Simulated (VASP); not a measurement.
Runs of VASP 6.6.1 on BaS. The structure is that of space group Fm-3m (No. 225), or close to it. The cells are those of the table. 

```csv
level,cell,smearing,gap on the mesh (eV),pressure (GPa)
PBE,"a = 4.543, b = 4.543, c = 4.432 Å, angles 60.8, 60.8, 61.6°, 2 atoms",fermi-dirac 0.02 eV,(b),0.6
r2SCAN,"a = 4.543, b = 4.543, c = 4.432 Å, angles 60.8, 60.8, 61.6°, 2 atoms",gaussian 0.01 eV,2.42,0.6
PBE,"a = 4.542, b = 4.551, c = 4.551 Å, angles 59.9, 60.1, 60.1°, 2 atoms",fermi-dirac 0.02 eV,2.14,(a)
r2SCAN,"a = 4.542, b = 4.551, c = 4.551 Å, angles 59.9, 60.1, 60.1°, 2 atoms",gaussian 0.01 eV,2.49,0.4
```

Alike in all rows: task single point; potentials or basis VASP PAW PBE potentials, release 64 (Ba_sv, S); no spin polarisation; k mesh 8 × 8 × 8; cutoff (eV) 520.

Problem. Fill in the values left out.

Solution. (a) 0.5; (b) 2.06.

Caveats: spin-orbit coupling is left out, which moves the levels of the heavy elements; the PAW data sets were made with another functional, which shifts forces and pressure a little (at least some runs).

A k mesh can miss the band edges, and the runs leave out spin-orbit coupling on Ba.
